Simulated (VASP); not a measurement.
SrCd, 2 atoms in the cell. It takes space group Pm-3m (No. 221, cubic). Conventional cell: a = 3.972 Å, b = 3.972 Å, c = 3.972 Å, α = 90.00°, β = 90.00°, γ = 90.00°. Within 4.5 Å of Sr (site symmetry m-3m) lie 8 Cd at 3.44 Å and 6 Sr at 3.97 Å. Cd (site symmetry m-3m) has 8 Sr at 3.44 Å and 6 Cd at 3.97 Å within 4.5 Å. 

| Property | Result |
| --- | --- |
| Program | VASP 6.6.1 |
| Task | single point |
| Functional | PBEsol |
| Potentials or basis | VASP PAW PBE potentials, release 64 (Sr_sv, Cd) |
| Cutoff | 520 eV |
| k mesh | 6 × 6 × 6 |
| Occupations | gaussian, width 0.05 eV |
| Spin | no spin polarisation |
| Dipole correction | no |
| Further INCAR settings | ALGO = Normal; EDIFF = 1e-06; NBANDS = 18 |

Potentials or basis: VASP PAW PBE potentials, release 64 (Sr_sv, Cd).

Launch:

```console
$ cat potpaw_PBE.64/Sr_sv/POTCAR potpaw_PBE.64/Cd/POTCAR > POTCAR
$ mpirun -np 1 vasp_std > vasp.out
```

Hardware: 1 thread of AMD EPYC 9R14 (Zen 4), on a shared host.

Estimate the wall time of this run.

It took 11 s on 1 thread of AMD EPYC 9R14 (Zen 4), on a shared host, peak memory 0.15 GiB. Counts: scf iterations 12, k points 20.
